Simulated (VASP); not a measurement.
# W (Im-3m) in VASP: a series of runs, part 2 of 4

VASP 6.6.1. The steps go on from the part before.

## 3. Phonons, RPBE+D3(BJ)

INCAR reads:

```
PREC     = Accurate       # precision mode
ENCUT    = 520            # plane-wave cutoff, eV
EDIFF    = 1E-8           # SCF threshold, eV
ISMEAR   = 1              # smearing method
SIGMA    = 0.1            # smearing width, eV
LREAL    = F              # projectors in reciprocal space
LASPH    = T              # aspherical terms in the spheres
NELM     = 100            # most SCF steps
ALGO     = Normal         # electronic algorithm
ISIF     = 2              # what is computed and relaxed
LWAVE    = F              # write WAVECAR
LCHARG   = F              # write CHGCAR
GGA      = RP             # functional
IVDW     = 12             # dispersion correction
IBRION   = 6              # ionic algorithm
NFREE    = 2            
POTIM    = 0.015          # step
NSW      = 1              # ionic steps
```

KPOINTS reads:

```
Automatic mesh
0
Gamma
  8 8 8
```

POSCAR reads:

```
W
1.0
   -1.5823450000      1.5823450000      1.5823450000
    1.5823450000     -1.5823450000      1.5823450000
    1.5823450000      1.5823450000     -1.5823450000
W
1
Direct
    0.0000000000      0.0000000000      0.0000000000
```

Potentials or basis: VASP PAW PBE potentials, release 64 (W_sv).

Command:

```sh
> cat potpaw_PBE.64/W_sv/POTCAR > POTCAR
> mpirun -np 1 vasp_std > vasp.out
```

OUTCAR:

```text
PREC = Accurate
   ENCUT = 520
   EDIFF = 1E-8
   ISMEAR = 1
   LREAL = F
   LASPH = T
   NELM = 100
   ISIF = 2
   GGA = RP
   IVDW = 12
   IBRION = 6
   NFREE = 2
   POTIM = 0.015
   NSW = 1
 IVDW          = 12

 ion  position               nearest neighbor table
   1  0.000  0.000  0.000-

  LATTYP: Found a body centered cubic cell.
 ALAT       =     3.1646900000

  Lattice vectors:

 A1 = (  -1.5823450000,   1.5823450000,   1.5823450000)
 A2 = (   1.5823450000,  -1.5823450000,   1.5823450000)
 A3 = (   1.5823450000,   1.5823450000,  -1.5823450000)

Analysis of symmetry for initial positions (statically):
=====================================================================
 Subroutine PRICEL returns:
 Original cell was already a primitive cell.

 Routine SETGRP: Setting up the symmetry group for a
 body centered cubic supercell.

 Subroutine GETGRP returns: Found 48 space group operations
 (whereof 48 operations were pure point group operations)
 out of a pool of 48 trial point group operations.

The static configuration has the point symmetry O_h .

Analysis of symmetry for dynamics (positions and initial velocities):
=====================================================================
 Subroutine PRICEL returns:
 Original cell was already a primitive cell.

 Routine SETGRP: Setting up the symmetry group for a
 body centered cubic supercell.

 Subroutine GETGRP returns: Found 48 space group operations
 (whereof 48 operations were pure point group operations)
 out of a pool of 48 trial point group operations.

The dynamic configuration has the point symmetry O_h .

 Subroutine INISYM returns: Found 48 space group operations
 (whereof 48 operations are pure point group operations),
 and found     1 'primitive' translations

----------------------------------------------------------------------------------------

                                     Primitive cell

  volume of cell :      15.8476

  direct lattice vectors                    reciprocal lattice vectors
    -1.582345000  1.582345000  1.582345000     0.000000000  0.315986716  0.315986716
     1.582345000 -1.582345000  1.582345000     0.315986716  0.000000000  0.315986716
     1.582345000  1.582345000 -1.582345000     0.315986716  0.315986716  0.000000000

  length of vectors
     2.740701935  2.740701935  2.740701935     0.446872699  0.446872699  0.446872699

  position of ions in fractional coordinates (direct lattice)
     0.000000000  0.000000000  0.000000000

  ion indices of the primitive-cell ions
   primitive index   ion index
                 1           1

----------------------------------------------------------------------------------------

 KPOINTS: Automatic mesh

Automatic generation of k-mesh.
 Grid dimensions read from file:
 generate k-points for:    8    8    8

 Generating k-lattice:

  Cartesian coordinates                     Fractional coordinates (reciprocal lattice)
     0.000000000  0.039498339  0.039498339     0.125000000  0.000000000  0.000000000
     0.039498339  0.000000000  0.039498339     0.000000000  0.125000000  0.000000000
[... 66 lines left out ...]
   POTIM  = 0.0150    time-step for ionic-motion
   TEBEG  =    0.0;   TEEND  =   0.0 temperature during run
   PSTRESS=    0.0 pullay stress
   NELECT =      14.0000    total number of electrons
   NUPDOWN=      -1.0000    fix difference up-down
   EMIN   =  10.00;   EMAX   =-10.00  energy-range for DOS
   EFERMI =   0.00;   METHOD = LEGACY
   ISMEAR =     1;   SIGMA  =   0.10  broadening in eV -4-tet -1-fermi 0-gaus
   EFERMI_NEDOS =   21; number of points for ismear=-14 and -15
   IALGO  =     38    algorithm
   IMIX   =      4    mixing-type and parameters
     AMIX     =   0.40;   BMIX     =  1.00
     AMIX_MAG =   1.60;   BMIX_MAG =  1.00
  volume/ion in A,a.u.               =      15.85       106.94
  Fermi-wavevector in a.u.,A,eV,Ry     =   1.570832  2.968442 33.572544  2.467512
  Thomas-Fermi vector in A             =   2.672506
   LORBIT       =      0    0 simple, 1 ext, 2 COOP (PROOUT), +10 PAW based schemes
   GGA     = RP    functional components
   LHFCALC =     F    Hartree Fock is set to
   AEXX    =    0.0000 exact exchange contribution
   IVDW    =    12    specifies the selected vdW correction
   LEPSILON=     F    determine dielectric tensor
   LRPA    =     F    only Hartree local field effects (RPA)
 finite differences with symmetry
 non-spin polarized calculation
 Methfessel and Paxton  Order N= 1 SIGMA  =   0.10
  energy-cutoff  :      520.00
  volume of cell :       15.85
 maximum number of plane-waves:       436
   NGX = 11   NGY = 11   NGZ = 11

--------------------------------------- Ionic step        1  -------------------------------------------

 number of electron      14.0000004 magnetization

 Free energy of the ion-electron system (eV)
  ---------------------------------------------------
  ext. energy  EPLUGINS =         0.00000000
  ---------------------------------------------------
  free energy    TOTEN  =       -12.38813450 eV

  energy without entropy =      -12.38880551  energy(sigma->0) =      -12.38835817

------------------------ aborting loop because EDIFF is reached ----------------------------------------

 Edisp (eV)   -4.80836

 E8    (eV) :    -3.5437
[... 69 lines left out ...]
--------------------------------------- Ionic step        3  -------------------------------------------

 number of electron      14.0000002 magnetization

 Free energy of the ion-electron system (eV)
  ---------------------------------------------------
  ext. energy  EPLUGINS =         0.00000000
  ---------------------------------------------------
  free energy    TOTEN  =       -12.38813425 eV

  energy without entropy =      -12.38880526  energy(sigma->0) =      -12.38835792

 E-fermi :  11.0984     XC(G=0): -13.5894

 val. band max:       11.0349309448   @ k =   0.1250   0.0000   0.0000
 cond. band min:      11.6087284140   @ k =  -0.2500   0.2500   0.1250
 fundamental gap:      0.5737974693
 Fermi energy:        11.0983993863

 k-point     1 :       0.0000    0.0000    0.0000
  band No.  band energies     occupation
      1     -62.6750      2.00000
      2     -26.2337      2.00000
      3     -26.2337      2.00000
      4     -26.2337      2.00000
      5       1.8925      2.00000
      6      10.3124      2.00000
      7      10.3124      2.00000
      8      10.3124      2.00000
      9      13.8173      0.00000
     10      13.8173      0.00000
     11      26.0175      0.00000
[... 309 lines left out ...]
 k-point    24 :      -0.3750    0.3750    0.2500
  band No.  band energies     occupation
      1     -62.5085      2.00000
      2     -27.1940      2.00000
      3     -26.8340      2.00000
      4     -26.7143      2.00000
      5       6.9849      2.00000
      6       7.7123      2.00000
      7      11.0065      2.02914
      8      11.8060     -0.00000
      9      15.2673      0.00000
     10      15.9381      0.00000
     11      25.2323      0.00000

 [... further k-points ...]

------------------------ aborting loop because EDIFF is reached ----------------------------------------

 Edisp (eV)   -4.80836

 E8    (eV) :    -3.5437
[... 24 lines left out ...]
  FREE ENERGIE OF THE ION-ELECTRON SYSTEM (eV)
  ---------------------------------------------------
  free  energy   TOTEN  =       -17.1964976828 eV

  energy  without entropy=      -17.1971686888  energy(sigma->0) =      -17.19672135

 INTERNAL STRAIN TENSORS FROM DISPLACED ATOMS
 ============================================

 INTERNAL STRAIN TENSOR FOR ION    1 for displacements in x,y,z  (eV/Angst):
          X           Y           Z          XY          YZ          ZX
  --------------------------------------------------------------------------------
  x     0.00000     0.00000     0.00000     0.00000     0.00000     0.00000
  y     0.00000     0.00000     0.00000     0.00000     0.00000     0.00000
  z     0.00000     0.00000     0.00000     0.00000     0.00000     0.00000

 Eigenvectors and eigenvalues of the dynamical matrix
 ----------------------------------------------------

   1 f  =    0.000000 THz     0.000000 2PiTHz    0.000000 cm-1     0.000000 meV
             X         Y         Z           dx          dy          dz
      0.000000  0.000000  0.000000    -0.680099   -0.733120    0.000000

   2 f  =    0.000000 THz     0.000000 2PiTHz    0.000000 cm-1     0.000000 meV
             X         Y         Z           dx          dy          dz
      0.000000  0.000000  0.000000    -0.733120    0.680099    0.000000

   3 f  =    0.000000 THz     0.000000 2PiTHz    0.000000 cm-1     0.000000 meV
             X         Y         Z           dx          dy          dz
      0.000000  0.000000  0.000000     0.000000    0.000000    1.000000

 ELASTIC MODULI CONTR FROM IONIC RELAXATION (kBar)
 Direction    XX          YY          ZZ          XY          YZ          ZX
 --------------------------------------------------------------------------------
 XX           0.0000      0.0000      0.0000      0.0000      0.0000      0.0000
 YY           0.0000      0.0000      0.0000      0.0000      0.0000      0.0000
 ZZ           0.0000      0.0000      0.0000      0.0000      0.0000      0.0000
 XY           0.0000      0.0000      0.0000      0.0000      0.0000      0.0000
 YZ           0.0000      0.0000      0.0000      0.0000      0.0000      0.0000
 ZX           0.0000      0.0000      0.0000      0.0000      0.0000      0.0000
 --------------------------------------------------------------------------------
```

It took 26 s on 1 thread of AMD EPYC 7R13, shared host; peak memory 0.11 GiB.

Results:

| Item | Value |
| --- | --- |
| Dispersion energy per atom | -4.808 eV |

Caveat: the cell wasn't relaxed at this level first, which shifts response properties; spin-orbit coupling is left out, which moves the levels of the heavy elements.

[end of part 2 of 4]
